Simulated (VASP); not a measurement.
A run of VASP 6.6.1:

File INCAR:

```
SYSTEM = AlN
PREC = Accurate
ENCUT = 600
EDIFF = 1E-7
ISMEAR = 0
SIGMA = 0.02
LREAL = .False.
LASPH = .True.
NELM = 120
ALGO = Normal
ISIF = 3
LWAVE = .False.
LCHARG = .False.
GGA = PE
IBRION = 2
NSW = 100
EDIFFG = -0.002
GGA_COMPAT = .False.
NELMIN = 4
```

Contents of KPOINTS:

```
regular mesh
0
Gamma
  10 10 10
  0 0 0
```

File POSCAR:

```
AlN
1.0
    0.0000000000      2.1900000000      2.1900000000
    2.1900000000      0.0000000000      2.1900000000
    2.1900000000      2.1900000000      0.0000000000
Al N
1 1
Direct
    0.0000000000      0.0000000000      0.0000000000
    0.2500000000      0.2500000000      0.2500000000
```

Potentials or basis: VASP PAW PBE potentials, release 64 (Al, N).

Run with:

```sh
$ cat potpaw_PBE.64/Al/POTCAR potpaw_PBE.64/N/POTCAR > POTCAR
$ mpirun -np 1 vasp_std > vasp.out
```

Hardware: 1 thread of AMD EPYC 7R13, on a shared host.

Q: Estimate the wall time of this run.

A: It took 54 s on 1 thread of AMD EPYC 7R13, on a shared host, peak memory 0.13 GiB. Counts: scf iterations 28, k points 47, ion steps 3.
